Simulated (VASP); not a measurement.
# CdSe (I-4m2) in VASP: notebook, part 2 of 2

VASP 6.6.1. The steps go on from the part before.

### 4 Single point, r2SCAN (biaxial xy strain -3.3%)

POSCAR

```
CdSe
1.0
    0.0000000000      2.9653170805      3.0677809647
    2.9653170805      0.0000000000      3.0677809647
    2.9653170805      2.9653170805      0.0000000000
Cd Se
1 1
Direct
    0.0000000000      0.0000000000      0.0000000000
    0.2500000000      0.2500000000      0.2500000000
```

INCAR.step1

```
PREC = Accurate
ENCUT = 520
ISMEAR = 0
SIGMA = 0.01
LREAL = False
LASPH = True
NELM = 60
NBANDS = 16
GGA = PE
ALGO = Normal
EDIFF = 1E-4
LWAVE = True
LCHARG = False
```

INCAR.step2

```
PREC = Accurate
ENCUT = 520
EDIFF = 1E-6
ISMEAR = 0
SIGMA = 0.01
LREAL = False
LASPH = True
NELM = 60
ALGO = Normal
ISIF = 2
LWAVE = False
LCHARG = True
METAGGA = R2SCAN
LMIXTAU = True
LELF = True
LVHAR = True
NBANDS = 16
ISTART = 1
```

KPOINTS

```
regular mesh
0
Gamma
  8 8 8
```

Potentials or basis: VASP PAW PBE potentials, release 64 (Cd, Se).

Run with:

```console
$ cat potpaw_PBE.64/Cd/POTCAR potpaw_PBE.64/Se/POTCAR > POTCAR
$ cp INCAR.step1 INCAR
$ mpirun -np 1 vasp_std > vasp.out
$ cp INCAR.step2 INCAR
$ mpirun -np 1 vasp_std > vasp.out
```

OUTCAR:

```text
PREC = Accurate
   ENCUT = 520
   EDIFF = 1E-6
   ISMEAR = 0
   LREAL = False
   LASPH = True
   NELM = 60
   ISIF = 2
   METAGGA = R2SCAN
   ISTART = 1

 ion  position               nearest neighbor table
   1  0.000  0.000  0.000-   2 2.60   2 2.60   2 2.60   2 2.60
   2  0.250  0.250  0.250-   1 2.60   1 2.60   1 2.60   1 2.60

  LATTYP: Found a body centered tetragonal cell.
 ALAT       =     4.1935916320
 C/A-ratio  =     1.4630804494

  Lattice vectors:

[... 644 lines left out ...]

  FORCE on cell =-STRESS in cart. coord.  units (eV):
  Direction    XX          YY          ZZ          XY          YZ          ZX
  --------------------------------------------------------------------------------------
  -------------------------------------------------------------------------------------
  Total        1.5074447      1.5074447      1.3469040      0.0000000     -0.0000000      0.0000000
  in kB       44.7667285     44.7667285     39.9991359      0.0000000     -0.0000000      0.0000000
  external PRESSURE =      43.1775310 kB  Pullay stress =       0.0000000 kB

 VOLUME and BASIS-vectors are now :
 -----------------------------------------------------------------------------
  energy-cutoff  :      520.00
  volume of cell :       53.95
      direct lattice vectors                 reciprocal lattice vectors
     0.000000000  2.965317081  3.067780965    -0.168616032  0.168616032  0.162984257
     2.965317081  0.000000000  3.067780965     0.168616032 -0.168616032  0.162984257
     2.965317081  2.965317081  0.000000000     0.168616032  0.168616032 -0.162984257

 POSITION                                       TOTAL-FORCE (eV/Angst)
 -----------------------------------------------------------------------------------
      0.00000      0.00000      0.00000        -0.000000     -0.000000      0.000000
      1.48266      1.48266      1.53389         0.000000      0.000000      0.000000
 -----------------------------------------------------------------------------------
    total drift:                               -0.000001     -0.000001      0.000001

  FREE ENERGIE OF THE ION-ELECTRON SYSTEM (eV)
  ---------------------------------------------------
  free  energy   TOTEN  =       -35.8631210430 eV

  energy  without entropy=      -35.8631210430  energy(sigma->0) =      -35.86312104
```

OUTCAR.step1:

```text
PREC = Accurate
   ENCUT = 520
   ISMEAR = 0
   LREAL = False
   LASPH = True
[... 678 lines left out ...]
      0.00000      0.00000      0.00000         0.000000      0.000000      0.000000
      1.48266      1.48266      1.53389        -0.000000     -0.000000     -0.000000
 -----------------------------------------------------------------------------------
    total drift:                                0.000000      0.000000     -0.000001

  FREE ENERGIE OF THE ION-ELECTRON SYSTEM (eV)
  ---------------------------------------------------
  free  energy   TOTEN  =        -5.4008877672 eV

  energy  without entropy=       -5.4008877672  energy(sigma->0) =       -5.40088777
```

It took 84 s on 1 thread of Intel Xeon Platinum 8375C at 2.90GHz (Ice Lake), shared host; peak memory 0.21 GiB.

Results:

| Property | Result |
| --- | --- |
| Free energy | -35.8631 eV |
| Pressure | 4.3 GPa |
| Band gap on the k mesh | 1.14 eV, direct |

Levels at points of the mesh, in eV from the valence-band top:
| k point | band 6 | band 7 | band 8 | band 9 | band 10 | band 11 | band 12 | band 13 |
| --- | --- | --- | --- | --- | --- | --- | --- | --- |
| (0.00, 0.00, 0.00) | -7.90 | -0.12 | 0.00 | 0.00 | 1.14 | 6.44 | 6.44 | 6.44 |
| (0.50, 0.00, 0.00) | -7.56 | -4.73 | -0.94 | -0.78 | 2.87 | 6.78 | 7.03 | 7.91 |
| (0.50, 0.50, 0.00) | -7.53 | -4.46 | -1.97 | -1.97 | 3.43 | 4.36 | 9.66 | 11.23 |
| (0.50, 0.00, 0.50) | -7.47 | -4.26 | -2.15 | -2.09 | 3.30 | 4.05 | 10.00 | 10.92 |

Caveat: the cell differs from its parent crystal (biaxial xy strain -3.3%); the PAW data sets were made with another functional, which shifts forces and pressure a little.

### 5 Single point, r2SCAN (epitaxial xy strain +1.0%)

POSCAR

```
CdSe
1.0
    0.0000000000      3.0993791087      3.0190549762
    3.0993791087      0.0000000000      3.0190549762
    3.0993791087      3.0993791087      0.0000000000
Cd Se
1 1
Direct
    0.0000000000      0.0000000000      0.0000000000
    0.2500000000      0.2500000000      0.2500000000
```

INCAR.step1

```
PREC     = Accurate       # precision mode
ENCUT    = 520            # plane-wave cutoff, eV
ISMEAR   = 0              # smearing method
SIGMA    = 0.01           # smearing width, eV
LREAL    = F              # projectors in reciprocal space
LASPH    = T              # aspherical terms in the spheres
NELM     = 100            # most SCF steps
NBANDS   = 16             # bands
GGA      = PE             # functional
ALGO     = Normal         # electronic algorithm
EDIFF    = 1E-4           # SCF threshold, eV
LWAVE    = T              # write WAVECAR
LCHARG   = F              # write CHGCAR
```

INCAR.step2

```
PREC     = Accurate       # precision mode
ENCUT    = 520            # plane-wave cutoff, eV
EDIFF    = 1E-6           # SCF threshold, eV
ISMEAR   = 0              # smearing method
SIGMA    = 0.01           # smearing width, eV
LREAL    = F              # projectors in reciprocal space
LASPH    = T              # aspherical terms in the spheres
NELM     = 100            # most SCF steps
ALGO     = Normal         # electronic algorithm
ISIF     = 2              # what is computed and relaxed
LWAVE    = F              # write WAVECAR
LCHARG   = F              # write CHGCAR
METAGGA  = R2SCAN         # meta-GGA
LMIXTAU  = T            
NBANDS   = 16             # bands
ISTART   = 1
```

KPOINTS

```
Automatic mesh
0
Gamma
  8 8 8
```

Potentials or basis: VASP PAW PBE potentials, release 64 (Cd, Se).

Run with:

```console
$ cat potpaw_PBE.64/Cd/POTCAR potpaw_PBE.64/Se/POTCAR > POTCAR
$ cp INCAR.step1 INCAR
$ mpirun -np 1 vasp_std > vasp.out
$ cp INCAR.step2 INCAR
$ mpirun -np 1 vasp_std > vasp.out
```

OUTCAR:

```text
PREC = Accurate
   ENCUT = 520
   EDIFF = 1E-6
   ISMEAR = 0
   LREAL = F
   LASPH = T
   NELM = 100
   ISIF = 2
   METAGGA = R2SCAN
   ISTART = 1

 ion  position               nearest neighbor table
   1  0.000  0.000  0.000-   2 2.66   2 2.66   2 2.66   2 2.66
   2  0.250  0.250  0.250-   1 2.66   1 2.66   1 2.66   1 2.66

  LATTYP: Found a body centered tetragonal cell.
 ALAT       =     4.3831839705
 C/A-ratio  =     1.3775625192

  Lattice vectors:

 A1 = (   0.0000000000,  -3.0993791087,  -3.0190549762)
 A2 = (   0.0000000000,   3.0993791087,  -3.0190549762)
 A3 = (   3.0993791087,   0.0000000000,   3.0190549762)

Analysis of symmetry for initial positions (statically):
=====================================================================
 Subroutine PRICEL returns:
 Original cell was already a primitive cell.

 Routine SETGRP: Setting up the symmetry group for a
 body centered tetragonal supercell.

 Subroutine GETGRP returns: Found  8 space group operations
 (whereof  8 operations were pure point group operations)
[... 157 lines left out ...]
  ---------------------------------------------------
  ext. energy  EPLUGINS =         0.00000000
  ---------------------------------------------------
  free energy    TOTEN  =       -35.91457996 eV

  energy without entropy =      -35.91457996  energy(sigma->0) =      -35.91457996

 E-fermi :   0.5525     XC(G=0):  -9.2822

 val. band max:        0.4544602953   @ k =   0.0000   0.0000   0.0000
 cond. band min:       1.4185862982   @ k =   0.0000   0.0000   0.0000
 fundamental gap:      0.9641260029
 Fermi energy:         0.5525317020

 k-point     1 :       0.0000    0.0000    0.0000
  band No.  band energies     occupation
      1     -12.4417      2.00000
      2      -7.6687      2.00000
      3      -7.6687      2.00000
      4      -7.6575      2.00000
      5      -7.3004      2.00000
      6      -7.2958      2.00000
[... 433 lines left out ...]
      3      -7.5563      2.00000
      4      -7.3367      2.00000
      5      -7.2768      2.00000
      6      -7.2235      2.00000
[... 8 lines left out ...]
     15      11.8943      0.00000
     16      12.5106      0.00000

 [... further k-points ...]
[... 5 lines left out ...]
  --------------------------------------------------------------------------------------
  -------------------------------------------------------------------------------------
  Total       -0.0738943     -0.0738943      0.0800681      0.0000000      0.0000000      0.0000000
  in kB       -2.0411324     -2.0411324      2.2116678      0.0000000      0.0000000      0.0000000
  external PRESSURE =      -0.6235323 kB  Pullay stress =       0.0000000 kB

 VOLUME and BASIS-vectors are now :
 -----------------------------------------------------------------------------
  energy-cutoff  :      520.00
  volume of cell :       58.00
      direct lattice vectors                 reciprocal lattice vectors
     0.000000000  3.099379109  3.019054976    -0.161322633  0.161322633  0.165614738
     3.099379109  0.000000000  3.019054976     0.161322633 -0.161322633  0.165614738
     3.099379109  3.099379109  0.000000000     0.161322633  0.161322633 -0.165614738

 POSITION                                       TOTAL-FORCE (eV/Angst)
 -----------------------------------------------------------------------------------
      0.00000      0.00000      0.00000         0.000000      0.000000      0.000000
      1.54969      1.54969      1.50953        -0.000000     -0.000000     -0.000000
 -----------------------------------------------------------------------------------
    total drift:                               -0.000019     -0.000019      0.000027

  FREE ENERGIE OF THE ION-ELECTRON SYSTEM (eV)
  ---------------------------------------------------
  free  energy   TOTEN  =       -35.9145799596 eV

  energy  without entropy=      -35.9145799596  energy(sigma->0) =      -35.91457996
```

OUTCAR.step1:

```text
PREC = Accurate
   ENCUT = 520
   ISMEAR = 0
   LREAL = F
   LASPH = T
[... 677 lines left out ...]
 -----------------------------------------------------------------------------------
      0.00000      0.00000      0.00000        -0.000000     -0.000000      0.000000
      1.54969      1.54969      1.50953         0.000000      0.000000     -0.000000
 -----------------------------------------------------------------------------------
    total drift:                               -0.000002     -0.000002      0.000001

  FREE ENERGIE OF THE ION-ELECTRON SYSTEM (eV)
  ---------------------------------------------------
  free  energy   TOTEN  =        -5.4902456062 eV

  energy  without entropy=       -5.4902456062  energy(sigma->0) =       -5.49024561
```

It took 1.8 min on 1 thread of Intel Xeon Platinum 8375C at 2.90GHz (Ice Lake), shared host; peak memory 0.23 GiB.

What came out:

| Item | Value |
| --- | --- |
| Free energy | -35.9146 eV |
| Pressure | -0.1 GPa |
| Band gap on the k mesh | 0.96 eV, direct |

Caveat: the cell differs from its parent crystal (epitaxial xy strain +1.0%); the PAW data sets were made with another functional, which shifts forces and pressure a little.

### 6 Summary

| level | cell | smearing | gap on the mesh (eV) | pressure (GPa) |
| --- | --- | --- | --- | --- |
| PBE | a = 4.327, b = 4.327, c = 4.383 Å, angles 59.6, 59.6, 60.9°, 2 atoms | fermi-dirac 0.02 eV | 0.49 | 1.4 |
| PBE | a = 4.389, b = 4.389, c = 4.338 Å, angles 60.4, 60.4, 59.2°, 2 atoms | fermi-dirac 0.02 eV | 0.48 | 0.5 |
| r2SCAN | a = 4.267, b = 4.267, c = 4.194 Å, angles 60.6, 60.6, 58.9°, 2 atoms | gaussian 0.01 eV | 1.14 | 4.3 |
| r2SCAN | a = 4.327, b = 4.327, c = 4.383 Å, angles 59.6, 59.6, 60.9°, 2 atoms | gaussian 0.01 eV | 0.96 | -0.1 |

Alike in all rows: task single point; potentials or basis VASP PAW PBE potentials, release 64 (Cd, Se); no spin polarisation; k mesh 8 × 8 × 8; cutoff (eV) 520.

Caveats: the PAW data sets were made with another functional, which shifts forces and pressure a little (some runs).

Absolute energies hang on the potentials; compare differences alone.
